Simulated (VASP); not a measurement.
The system is ZrB.

```
CELL_PARAMETERS angstrom
2.48841 0.00000 0.00000
-1.24421 2.15503 0.00000
0.00000 0.00000 4.69614
ATOMIC_POSITIONS crystal
Zr 0.00000 0.00000 0.00000
B 0.00000 0.00000 0.50000
```

```yaml
Program: VASP 6.6.1
Task: relaxation of cell and atoms
Functional: PBE
Potentials_or_basis: VASP PAW PBE potentials, release 64 (Zr_sv, B)
Cutoff: 600 eV
k_mesh: 6 × 6 × 4
Occupations: gaussian, width 0.1 eV
Spin: no spin polarisation
```

At the start: pressure 45.1 GPa; volume 12.59 Å³/atom.

Question: Where does the relaxation end?

Answer: Over 8 steps the energy falls by 729.1 meV/atom and the volume is 18.23 Å³/atom (+44.8 %); space group P6/mmm (No. 191, to 0.05 Å).

The path:
```tsv
step	energy change (eV)	largest force (eV/Å)	pressure (GPa)	volume (Å³)
1	0.0000	0.0000	45.05	25.18
2	-1.3369	0.0000	-7.42	40.24
3	-1.4003	0.0000	-1.12	36.43
4	-1.4018	0.0000	-2.44	37.06
5	-1.4319	0.0000	1.49	36.40
6	-1.4580	0.0000	-0.43	36.67
7	-1.4579	0.0000	-0.35	36.67
8	-1.4582	0.0000	0.05	36.46
```

Final structure:
```
CELL_PARAMETERS angstrom
2.95334 0.00000 0.00000
-1.47667 2.55767 0.00000
0.00000 0.00000 4.82734
ATOMIC_POSITIONS crystal
Zr 0.00000 0.00000 0.00000
B 0.00000 0.00000 0.50000
```

Caveat: the k points lie up to 0.41 Å⁻¹ apart in the final cell; the volume moved by over 15 % at a fixed basis, so the end points are rough.
